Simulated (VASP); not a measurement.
# Ta (Im-3m) in VASP: further runs

The runs below take Ta through single point, relaxation of cell and atoms, with r2SCAN.

Everything below comes from runs of VASP 6.6.1. Logs are shortened: lines on timing, memory, paths and dates and some standing lists are left out, and cuts for length are marked.

**1. The cell of the first run**

Symmetry: Im-3m, No. 229, cubic system. The conventional cell has a = 3.305 Å, b = 3.305 Å, c = 3.305 Å, α = 90.00°, β = 90.00°, γ = 90.00°. Within 3.8 Å of Ta (site symmetry m-3m) lie 14 Ta at 2.86 to 3.30 Å.

**2. Single point, r2SCAN**

Input file POSCAR:

```
Ta
1.0
   -1.6523054102      1.6523054102      1.6523054102
    1.6523054102     -1.6523054102      1.6523054102
    1.6523054102      1.6523054102     -1.6523054102
Ta
1
Direct
    0.0000000000      0.0000000000      0.0000000000
```

Input file INCAR.step1:

```
SYSTEM = Ta
ALGO = Normal
EDIFF = 1E-4
ENCUT = 520
GGA = PE
ISMEAR = 0
LASPH = .True.
LCHARG = .False.
LREAL = .False.
LWAVE = .True.
NBANDS = 12
NELM = 60
PREC = Accurate
SIGMA = 0.1
```

Input file INCAR.step2:

```
SYSTEM = Ta
ALGO = Normal
EDIFF = 1E-6
ENCUT = 520
ISIF = 2
ISMEAR = 0
ISTART = 1
LASPH = .True.
LCHARG = .False.
LMIXTAU = .True.
LREAL = .False.
LWAVE = .False.
METAGGA = R2SCAN
NBANDS = 12
NELM = 60
PREC = Accurate
SIGMA = 0.1
```

Input file KPOINTS:

```
k-points
0
Gamma
  24 24 24
  0 0 0
```

Potentials or basis: VASP PAW PBE potentials, release 64 (Ta_pv).

The run is started by

```
$ cat potpaw_PBE.64/Ta_pv/POTCAR > POTCAR
$ cp INCAR.step1 INCAR
$ mpirun -np 1 vasp_std > vasp.out
$ cp INCAR.step2 INCAR
$ mpirun -np 1 vasp_std > vasp.out
```

OUTCAR:

```text
SYSTEM = Ta
   EDIFF = 1E-6
   ENCUT = 520
   ISIF = 2
   ISMEAR = 0
   ISTART = 1
   LASPH = .True.
   LREAL = .False.
   METAGGA = R2SCAN
   NELM = 60
   PREC = Accurate

 ion  position               nearest neighbor table
   1  0.000  0.000  0.000-

  LATTYP: Found a body centered cubic cell.
 ALAT       =     3.3046108204

  Lattice vectors:

 A1 = (  -1.6523054102,   1.6523054102,   1.6523054102)
 A2 = (   1.6523054102,  -1.6523054102,   1.6523054102)
 A3 = (   1.6523054102,   1.6523054102,  -1.6523054102)

Analysis of symmetry for initial positions (statically):
=====================================================================
 Subroutine PRICEL returns:
 Original cell was already a primitive cell.

 Routine SETGRP: Setting up the symmetry group for a
 body centered cubic supercell.

 Subroutine GETGRP returns: Found 48 space group operations
[... 9 lines left out ...]

 Routine SETGRP: Setting up the symmetry group for a
 body centered cubic supercell.

 Subroutine GETGRP returns: Found 48 space group operations
[... 11 lines left out ...]
                                     Primitive cell

  volume of cell :      18.0439

  direct lattice vectors                    reciprocal lattice vectors
    -1.652305410  1.652305410  1.652305410     0.000000000  0.302607494  0.302607494
     1.652305410 -1.652305410  1.652305410     0.302607494  0.000000000  0.302607494
     1.652305410  1.652305410 -1.652305410     0.302607494  0.302607494  0.000000000

  length of vectors
     2.861876920  2.861876920  2.861876920     0.427951623  0.427951623  0.427951623

  position of ions in fractional coordinates (direct lattice)
     0.000000000  0.000000000  0.000000000

  ion indices of the primitive-cell ions
   primitive index   ion index
                 1           1

----------------------------------------------------------------------------------------

 KPOINTS: k-points

Automatic generation of k-mesh.
 Grid dimensions read from file:
 generate k-points for:   24   24   24

 Generating k-lattice:

  Cartesian coordinates                     Fractional coordinates (reciprocal lattice)
     0.000000000  0.012608646  0.012608646     0.041666667  0.000000000  0.000000000
     0.012608646  0.000000000  0.012608646     0.000000000  0.041666667  0.000000000
     0.012608646  0.012608646  0.000000000     0.000000000  0.000000000  0.041666667

  Length of vectors
     0.017831318  0.017831318  0.017831318
[... 53 lines left out ...]
   NELM   =     60;   NELMIN=  2; NELMDL=  0     # of ELM steps
   EDIFF  = 0.1E-05   stopping-criterion for ELM
   LREAL  =      F    real-space projection
   EDIFFG = 0.1E-04   stopping-criterion for IOM
   NSW    =      0    number of steps for IOM
   IBRION =     -1    ionic relax: 0-MD 1-quasi-New 2-CG
   NFREE  =      0    steps in history (QN), initial steepest desc. (CG)
   ISIF   =      2    stress and relaxation
   ISYM   =      2    0-nonsym 1-usesym 2-fastsym
   POTIM  = 0.5000    time-step for ionic-motion
   TEBEG  =    0.0;   TEEND  =   0.0 temperature during run
   PSTRESS=    0.0 pullay stress
   NELECT =      11.0000    total number of electrons
   NUPDOWN=      -1.0000    fix difference up-down
   EMIN   =  10.00;   EMAX   =-10.00  energy-range for DOS
   EFERMI =   0.00;   METHOD = LEGACY
   ISMEAR =     0;   SIGMA  =   0.10  broadening in eV -4-tet -1-fermi 0-gaus
   EFERMI_NEDOS =   21; number of points for ismear=-14 and -15
   IALGO  =     38    algorithm
   IMIX   =      4    mixing-type and parameters
     AMIX     =   0.40;   BMIX     =  1.00
     AMIX_MAG =   1.60;   BMIX_MAG =  1.00
  volume/ion in A,a.u.               =      18.04       121.77
  Fermi-wavevector in a.u.,A,eV,Ry     =   1.388126  2.623177 26.216963  1.926892
  Thomas-Fermi vector in A             =   2.512281
   LORBIT       =      0    0 simple, 1 ext, 2 COOP (PROOUT), +10 PAW based schemes
   METAGGA = R2SCAN    functional components
   LHFCALC =     F    Hartree Fock is set to
   AEXX    =    0.0000 exact exchange contribution
   IVDW    =     0    specifies the selected vdW correction
   LEPSILON=     F    determine dielectric tensor
   LRPA    =     F    only Hartree local field effects (RPA)
 non-spin polarized calculation
 Gauss-broadening in eV      SIGMA  =   0.10
  energy-cutoff  :      520.00
  volume of cell :       18.04
 maximum number of plane-waves:       498
 NGX is ok and might be reduce to    24
   NGX = 11   NGY = 11   NGZ = 11

 number of electron      11.0000002 magnetization

 Free energy of the ion-electron system (eV)
  ---------------------------------------------------
  ext. energy  EPLUGINS =         0.00000000
  ---------------------------------------------------
  free energy    TOTEN  =       -48.58217677 eV

  energy without entropy =      -48.57580138  energy(sigma->0) =      -48.57898907

 E-fermi :   5.3006     XC(G=0): -13.7610

 val. band max:        5.2947650738   @ k =   0.3333   0.1250   0.1250
 cond. band min:       5.3087407722   @ k =  -0.2083   0.2500   0.0417
 fundamental gap:      0.0139756985
 Fermi energy:         5.3006117428

 k-point     1 :       0.0000    0.0000    0.0000
  band No.  band energies     occupation
      1     -28.9198      2.00000
      2     -28.9198      2.00000
      3     -28.9198      2.00000
      4      -3.0121      2.00000
      5       6.1522      0.00000
      6       6.1522      0.00000
      7       6.1522      0.00000
      8       9.6335      0.00000
      9       9.6335      0.00000
     10      17.4126      0.00000
     11      21.0793      0.00000
     12      21.0793      0.00000
[... 331 lines left out ...]
 k-point    24 :       0.4583    0.0417    0.0000
  band No.  band energies     occupation
      1     -30.1363      2.00000
      2     -29.3173      2.00000
      3     -28.9368      2.00000
      4       0.8185      2.00000
      5       3.7683      2.00000
      6       6.6173      0.00000
      7       9.4776      0.00000
      8      10.6098      0.00000
      9      13.3866      0.00000
     10      17.3733      0.00000
     11      17.6454      0.00000
     12      18.0092      0.00000

 [... further k-points ...]
[... 5 lines left out ...]
  --------------------------------------------------------------------------------------
  -------------------------------------------------------------------------------------
  Total        0.0735161      0.0735161      0.0735161     -0.0000000     -0.0000000      0.0000000
  in kB        6.5277300      6.5277300      6.5277300     -0.0000000     -0.0000000      0.0000000
  external PRESSURE =       6.5277300 kB  Pullay stress =       0.0000000 kB

 VOLUME and BASIS-vectors are now :
 -----------------------------------------------------------------------------
  energy-cutoff  :      520.00
  volume of cell :       18.04
      direct lattice vectors                 reciprocal lattice vectors
    -1.652305410  1.652305410  1.652305410     0.000000000  0.302607494  0.302607494
     1.652305410 -1.652305410  1.652305410     0.302607494  0.000000000  0.302607494
     1.652305410  1.652305410 -1.652305410     0.302607494  0.302607494  0.000000000

 POSITION                                       TOTAL-FORCE (eV/Angst)
 -----------------------------------------------------------------------------------
      0.00000      0.00000      0.00000         0.000000      0.000000     -0.000000
 -----------------------------------------------------------------------------------
    total drift:                                0.000000      0.000000      0.000000

  FREE ENERGIE OF THE ION-ELECTRON SYSTEM (eV)
  ---------------------------------------------------
  free  energy   TOTEN  =       -48.5821767673 eV

  energy  without entropy=      -48.5758013803  energy(sigma->0) =      -48.57898907
```

Wall time 78 s (1 thread of Intel Xeon 6975P-C (Granite Rapids), shared host); peak memory 0.21 GiB.

Results:

```yaml
Free_energy: -48.5822 eV
Pressure: 0.7 GPa
```

Caveat: the PAW data sets were made with another functional, which shifts forces and pressure a little; spin-orbit coupling is left out, which moves the levels of the heavy elements.

**3. Relaxation of cell and atoms, r2SCAN**

This run uses another cell than the first one, of 18.13 Å³/atom, 1.005 times its volume.

Input file POSCAR:

```
Ta
1.0
   -1.6550000000      1.6550000000      1.6550000000
    1.6550000000     -1.6550000000      1.6550000000
    1.6550000000      1.6550000000     -1.6550000000
Ta
1
Direct
    0.0000000000      0.0000000000      0.0000000000
```

Input file INCAR.step1:

```
SYSTEM = Ta
  PREC = Accurate
  ENCUT = 600
  ISMEAR = 0
  SIGMA = 0.1
  LREAL = .FALSE.
  LASPH = .TRUE.
  NELM = 60
  GGA = PE
  ALGO = Normal
  EDIFF = 1E-4
  LWAVE = .TRUE.
  LCHARG = .FALSE.
```

Input file INCAR.step2:

```
SYSTEM = Ta
  PREC = Accurate
  ENCUT = 600
  EDIFF = 1E-6
  ISMEAR = 0
  SIGMA = 0.1
  LREAL = .FALSE.
  LASPH = .TRUE.
  NELM = 60
  ALGO = Normal
  ISIF = 3
  LWAVE = .FALSE.
  LCHARG = .FALSE.
  METAGGA = R2SCAN
  LMIXTAU = .TRUE.
  IBRION = 2
  NSW = 80
  EDIFFG = -0.005
  ISTART = 1
```

Input file KPOINTS:

```
regular mesh
0
G
  24 24 24
  0 0 0
```

Potentials or basis: VASP PAW PBE potentials, release 64 (Ta_pv).

The run is started by

```
$ cat potpaw_PBE.64/Ta_pv/POTCAR > POTCAR
$ cp INCAR.step1 INCAR
$ mpirun -np 1 vasp_std > vasp.out
$ cp INCAR.step2 INCAR
$ mpirun -np 1 vasp_std > vasp.out
```

OUTCAR:

```text
SYSTEM = Ta
   PREC = Accurate
   ENCUT = 600
   EDIFF = 1E-6
   ISMEAR = 0
   LREAL = .FALSE.
   LASPH = .TRUE.
   NELM = 60
   ISIF = 3
   METAGGA = R2SCAN
   IBRION = 2
   NSW = 80
   EDIFFG = -0.005
   ISTART = 1

 ion  position               nearest neighbor table
   1  0.000  0.000  0.000-

  LATTYP: Found a body centered cubic cell.
 ALAT       =     3.3100000000

  Lattice vectors:

 A1 = (  -1.6550000000,   1.6550000000,   1.6550000000)
 A2 = (   1.6550000000,  -1.6550000000,   1.6550000000)
 A3 = (   1.6550000000,   1.6550000000,  -1.6550000000)

Analysis of symmetry for initial positions (statically):
=====================================================================
 Subroutine PRICEL returns:
 Original cell was already a primitive cell.

 Routine SETGRP: Setting up the symmetry group for a
 body centered cubic supercell.

 Subroutine GETGRP returns: Found 48 space group operations
[... 9 lines left out ...]

 Routine SETGRP: Setting up the symmetry group for a
 body centered cubic supercell.

 Subroutine GETGRP returns: Found 48 space group operations
[... 11 lines left out ...]
                                     Primitive cell

  volume of cell :      18.1323

  direct lattice vectors                    reciprocal lattice vectors
    -1.655000000  1.655000000  1.655000000     0.000000000  0.302114804  0.302114804
     1.655000000 -1.655000000  1.655000000     0.302114804  0.000000000  0.302114804
     1.655000000  1.655000000 -1.655000000     0.302114804  0.302114804  0.000000000

  length of vectors
     2.866544087  2.866544087  2.866544087     0.427254853  0.427254853  0.427254853

  position of ions in fractional coordinates (direct lattice)
     0.000000000  0.000000000  0.000000000
[... 99 lines left out ...]
  Thomas-Fermi vector in A             =   2.510235
   LORBIT       =      0    0 simple, 1 ext, 2 COOP (PROOUT), +10 PAW based schemes
   METAGGA = R2SCAN    functional components
   LHFCALC =     F    Hartree Fock is set to
   AEXX    =    0.0000 exact exchange contribution
   IVDW    =     0    specifies the selected vdW correction
   LEPSILON=     F    determine dielectric tensor
   LRPA    =     F    only Hartree local field effects (RPA)
 conjugate gradient relaxation of ions
 non-spin polarized calculation
 Gauss-broadening in eV      SIGMA  =   0.10
  energy-cutoff  :      600.00
  volume of cell :       18.13
 maximum number of plane-waves:       622
   NGX = 11   NGY = 11   NGZ = 11

--------------------------------------- Ionic step        1  -------------------------------------------

 number of electron      11.0000001 magnetization

 Free energy of the ion-electron system (eV)
  ---------------------------------------------------
  ext. energy  EPLUGINS =         0.00000000
  ---------------------------------------------------
  free energy    TOTEN  =       -48.58262934 eV

  energy without entropy =      -48.57617523  energy(sigma->0) =      -48.57940229

------------------------ aborting loop because EDIFF is reached ----------------------------------------

  FORCE on cell =-STRESS in cart. coord.  units (eV):
  Direction    XX          YY          ZZ          XY          YZ          ZX
  --------------------------------------------------------------------------------------
  -------------------------------------------------------------------------------------
  Total       -0.0420643     -0.0420643     -0.0420643     -0.0000000      0.0000000     -0.0000000
  in kB       -3.7168105     -3.7168105     -3.7168105     -0.0000000      0.0000000     -0.0000000
  external PRESSURE =      -3.7168105 kB  Pullay stress =       0.0000000 kB
[... 57 lines left out ...]
--------------------------------------- Ionic step        3  -------------------------------------------

 number of electron      11.0000002 magnetization

 Free energy of the ion-electron system (eV)
  ---------------------------------------------------
  ext. energy  EPLUGINS =         0.00000000
  ---------------------------------------------------
  free energy    TOTEN  =       -48.58266999 eV

  energy without entropy =      -48.57624644  energy(sigma->0) =      -48.57945821

 E-fermi :   5.2768     XC(G=0): -13.7436

 val. band max:        5.2708391553   @ k =   0.2083   0.0417  -0.0000
 cond. band min:       5.2874085665   @ k =  -0.2083   0.2500   0.0417
 fundamental gap:      0.0165694112
 Fermi energy:         5.2767986059

 k-point     1 :       0.0000    0.0000    0.0000
  band No.  band energies     occupation
      1     -28.9566      2.00000
      2     -28.9566      2.00000
      3     -28.9566      2.00000
      4      -3.0249      2.00000
      5       6.1282      0.00000
      6       6.1282      0.00000
      7       6.1282      0.00000
      8       9.5988      0.00000
      9       9.5988      0.00000
[... 265 lines left out ...]
 k-point    24 :       0.4583    0.0417    0.0000
  band No.  band energies     occupation
      1     -30.1612      2.00000
      2     -29.3503      2.00000
      3     -28.9733      2.00000
      4       0.8078      2.00000
      5       3.7532      2.00000
      6       6.5791      0.00000
      7       9.4412      0.00000
      8      10.5694      0.00000
      9      13.3331      0.00000

 [... further k-points ...]
[... 5 lines left out ...]
  --------------------------------------------------------------------------------------
  -------------------------------------------------------------------------------------
  Total        0.0032281      0.0032281      0.0032281      0.0000000      0.0000000     -0.0000000
  in kB        0.2857778      0.2857778      0.2857778      0.0000000      0.0000000     -0.0000000
  external PRESSURE =       0.2857778 kB  Pullay stress =       0.0000000 kB
[... 16 lines left out ...]
  FREE ENERGIE OF THE ION-ELECTRON SYSTEM (eV)
  ---------------------------------------------------
  free  energy   TOTEN  =       -48.5826699862 eV

  energy  without entropy=      -48.5762464395  energy(sigma->0) =      -48.57945821

 reached required accuracy - stopping structural energy minimisation
```

Run time: 3.2 min. Hardware: 1 thread of Intel Xeon 6975P-C (Granite Rapids), shared host; peak memory 0.23 GiB.

What came out:

* Free energy: -48.5827 eV
* Relaxed volume: 18.10 Å³/atom
* Relaxed cell: a = 2.865 Å, b = 2.865 Å, c = 2.865 Å, α = 109.47°, β = 109.47°, γ = 109.47°
* Space group after relaxing (to 0.05 Å): Im-3m (No. 229)
* Energy gained by relaxing: 0.0 meV/atom
* Ionic steps: 3
* Pressure after relaxing: 0.0 GPa

Final structure:
```cif
data_structure
_symmetry_space_group_name_H-M 'P 1'
_symmetry_Int_Tables_number 1
_cell_length_a 2.8647
_cell_length_b 2.8647
_cell_length_c 2.8647
_cell_angle_alpha 109.471
_cell_angle_beta 109.471
_cell_angle_gamma 109.471
_cell_volume 18.10
loop_
_atom_site_label
_atom_site_type_symbol
_atom_site_fract_x
_atom_site_fract_y
_atom_site_fract_z
_atom_site_occupancy
Ta1 Ta 0.00000 0.00000 0.00000 1
```

Caveat: the PAW data sets were made with another functional, which shifts forces and pressure a little; spin-orbit coupling is left out, which moves the levels of the heavy elements.
